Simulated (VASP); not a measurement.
A run of VASP 6.6.1 is set up as follows.

File INCAR:

```
SYSTEM = Ge
PREC = Accurate ; ENCUT = 520
EDIFF = 1E-6 ; ISMEAR = 0
SIGMA = 0.023 ; LREAL = .FALSE.
LASPH = .TRUE. ; NELM = 80
ALGO = Normal ; ISIF = 2
LWAVE = .FALSE. ; LCHARG = .FALSE.
GGA = PE ; NBANDS = 21
```

File KPOINTS:

```
regular mesh
0
G
  10 10 6
  0 0 0
```

POSCAR

```
Ge
1.0
    1.4880529250     -2.5946896100      0.0000000000
    1.4880529250      2.5946896100      0.0000000000
    0.0000000000      0.0000000000      4.7275957900
Ge
2
Direct
    0.3334466300      0.6665533700      0.2500000000
    0.6665533700      0.3334466300      0.7500000000
```

Potentials or basis: VASP PAW PBE potentials, release 64 (Ge_d).

The run is started by

```sh
$ cat potpaw_PBE.64/Ge_d/POTCAR > POTCAR
$ mpirun -np 1 vasp_std > vasp.out
```

(1) Predict the largest force.

(2) What does it give for the band gap on the k mesh?

(3) Predict the pressure.

Results:

(1) 0.012 eV/Å.

(2) zero (bands 14 and 15 overlap by 8.97 eV).

(3) 4.4 GPa.

Caveat: the cell stands under pressure.
